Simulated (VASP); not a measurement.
Input of a VASP 6.6.1 run:

File INCAR:

```
ALGO = Normal
EDIFF = 1E-8
ENCUT = 520
GGA = CA
ISIF = 2
ISMEAR = -1
LASPH = T
LCHARG = F
LEFG = T
LREAL = F
LWAVE = F
NBANDS = 11
NELM = 80
PREC = Accurate
SIGMA = 0.03
```

KPOINTS

```
k-points
0
Gamma
  15 15 15
```

The input POSCAR:

```
BAs
1.0
    0.0000000000      2.3724693156      2.3724693156
    2.3724693156      0.0000000000      2.3724693156
    2.3724693156      2.3724693156      0.0000000000
B As
1 1
Direct
    0.0000000000      0.0000000000      0.0000000000
    0.7500000000      0.7500000000      0.7500000000
```

Potentials or basis: VASP PAW LDA potentials, release 64 (B, As).

Run with:

```console
$ cat potpaw_LDA.64/B/POTCAR potpaw_LDA.64/As/POTCAR > POTCAR
$ mpirun -np 1 vasp_std > vasp.out
```

(1) Estimate the pressure.

(2) Estimate the band gap on the k mesh.

Answers

(1) -0.2 GPa.

(2) 1.10 eV, indirect (least direct gap 3.28 eV).

Caveat: without QUAD_EFG the Cq values of the log hold for a quadrupole moment of 1 mb, not for the nuclei.
